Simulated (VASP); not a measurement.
Input of a VASP 6.6.1 run:

The input INCAR:

```
PREC = Accurate
ENCUT = 520
EDIFF = 1E-6
ISMEAR = 0
SIGMA = 0.1
LREAL = False
LASPH = True
NELM = 200
ALGO = Normal
ISIF = 2
LWAVE = False
LCHARG = False
ISPIN = 2
MAGMOM = 0 0 0 0 0 0 0 0 0 0 0 0 0 0 0 0 0 0 0 0 0 0 0 0 1 0
LORBIT = 11
LDIPOL = True
IDIPOL = 3
DIPOL = 0.5 0.5 0.294
GGA = PE
NBANDS = 52
GGA_COMPAT = False
NELMDL = -8
KPAR = 4
```

File KPOINTS:

```
Automatic mesh
0
Gamma
  6 4 1
```

Contents of POSCAR:

```
Be24NO
1.0
    4.5254381411      0.0000000000      0.0000000000
    0.0000000000      7.1336190820      0.0000000000
    0.0000000000      0.0000000000     22.3685529248
Be N O
24 1 1
Direct
    0.0000000000      0.3750000000      0.1788224752
    0.0000000000      0.8750000000      0.1788224752
    0.5000000000      0.3750000000      0.1788224752
    0.5000000000      0.8750000000      0.1788224752
    0.2500000000      0.1250000000      0.2080237711
    0.2500000000      0.6250000000      0.2080237711
    0.7500000000      0.1250000000      0.2080237711
    0.7500000000      0.6250000000      0.2080237711
    0.2500000000      0.3750000000      0.2664263628
    0.2500000000      0.8750000000      0.2664263628
    0.7500000000      0.3750000000      0.2664263628
    0.7500000000      0.8750000000      0.2664263628
    0.0000000000      0.1250000000      0.2903069137
    0.0000000000      0.6250000000      0.2903069137
    0.5000000000      0.1250000000      0.2903069137
    0.5000000000      0.6250000000      0.2903069137
    0.0000000000      0.3750000000      0.3546814205
    0.0000000000      0.8750000000      0.3546814205
    0.5000000000      0.3750000000      0.3546814205
    0.5000000000      0.8750000000      0.3546814205
    0.2500000000      0.1250000000      0.3741213369
    0.2500000000      0.6250000000      0.3741213369
    0.7500000000      0.1250000000      0.3741213369
    0.7500000000      0.6250000000      0.3741213369
    0.7500000000      0.4583333333      0.4827559906
    0.8896786100      0.5980119434      0.4827559906
```

Potentials or basis: VASP PAW PBE potentials, release 64 (Be, N, O).

Launch:

```console
$ cat potpaw_PBE.64/Be/POTCAR potpaw_PBE.64/N/POTCAR potpaw_PBE.64/O/POTCAR > POTCAR
$ mpirun -np 4 vasp_std > vasp.out
```

Estimate the net moment.

0.27 μB per cell.

Predict the site moments.

Be +0.00, -0.00 (each value once); N +0.15; O +0.05 μB.

Forces in eV/Å, atoms in the order of the input:
```
Be   0.020 -0.007  0.542
Be   0.007 -0.025  0.549
Be  -0.022  0.000  0.553
Be  -0.007  0.006  0.554
Be  -0.005  0.018 -0.708
Be   0.000  0.011 -0.744
Be   0.005  0.011 -0.696
Be  -0.004 -0.008 -0.675
Be  -0.004  0.010  0.158
Be  -0.007 -0.016  0.175
Be   0.015 -0.011  0.122
Be  -0.001 -0.014  0.168
Be  -0.007  0.024  0.015
Be   0.014 -0.001  0.076
Be   0.012  0.004  0.065
Be  -0.034  0.008 -0.005
Be   0.084 -0.109 -0.181
Be  -0.002  0.042 -0.048
Be  -0.041  0.023  0.050
Be  -0.003 -0.008 -0.019
Be  -0.053  0.012 -0.028
Be   0.029  0.000 -0.100
Be   0.056 -0.006  0.017
Be  -0.018  0.089 -0.097
N   -0.053  0.200  0.035
O    0.017 -0.253  0.223
```

Caveat: the standard files for N, O and F lose accuracy on very short bonds.
